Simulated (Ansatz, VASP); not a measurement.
# SnTe3: VASP beside Ansatz

Contents of INCAR:

```
PREC = Accurate
ENCUT = 520
EDIFF = 1E-6
ISMEAR = 0
SIGMA = 0.1
LREAL = F
LASPH = T
NELM = 80
ALGO = Normal
ISIF = 2
LWAVE = F
LCHARG = F
GGA = PE
NBANDS = 24
```

The input KPOINTS:

```
regular mesh
0
Gamma
  10 10 10
```

POSCAR

```
SnTe3
1.0
   -3.1428025528      3.1428025528      3.1428025528
    3.1428025528     -3.1428025528      3.1428025528
    3.1428025528      3.1428025528     -3.1428025528
Sn Te
1 3
Direct
    0.0000000000      0.0000000000      0.0000000000
    0.0000000000      0.5000000000      0.5000000000
    0.5000000000      0.0000000000      0.5000000000
    0.5000000000      0.5000000000      0.0000000000
```

Input for Ansatz:

```yaml
crystal:
  lattice:
    - [-3.1428025528, 3.1428025528, 3.1428025528]
    - [3.1428025528, -3.1428025528, 3.1428025528]
    - [3.1428025528, 3.1428025528, -3.1428025528]
  atoms:
    - { symbol: Sn, position: [0.0, 0.0, 0.0] }
    - { symbol: Te, position: [0.0, 0.5, 0.5] }
    - { symbol: Te, position: [0.5, 0.0, 0.5] }
    - { symbol: Te, position: [0.5, 0.5, 0.0] }
basis:
  ecutwfc: 420
kpoints:
  mp_grid: { grid: [10, 10, 10] }
hamiltonian:
  xc: pbe
scf:
  occupations: { method: gaussian, width: 0.1 }
output:
  forces: true
  stress: true
  eigenvalues: true
  write_density: true
  write_potential: true
  elf: true
  volumetric_format: npy
```

Alike in both runs: task single point; functional PBE; k mesh 10 × 10 × 10; occupations gaussian, width 0.1 eV; no spin polarisation.

|  | VASP | Ansatz |
| --- | --- | --- |
| version | VASP 6.6.1 | Ansatz 0.2.0 |
| potentials or method | VASP PAW PBE potentials, release 64 (Sn_d, Te), cutoff 520 eV | scalar-relativistic, plane waves, PAW |
| valence electrons in the cell | 32 | 62 |

|  | VASP | Ansatz | Ansatz less VASP |
| --- | --- | --- | --- |
| gap on the k mesh at the Fermi level (eV) | none | none | - |
| pressure (GPa) | 3.0 | 3.1 | +0.03 |

A gap of «none» marks a metal or a gap that the smearing closes. The functional is the same, so the differences come from potentials, cutoffs and numerics. VASP's potentials hold 32 valence electrons a cell and Ansatz's 62, so a difference there can come from the potentials and not from the codes.

Neither program's run includes spin-orbit coupling.
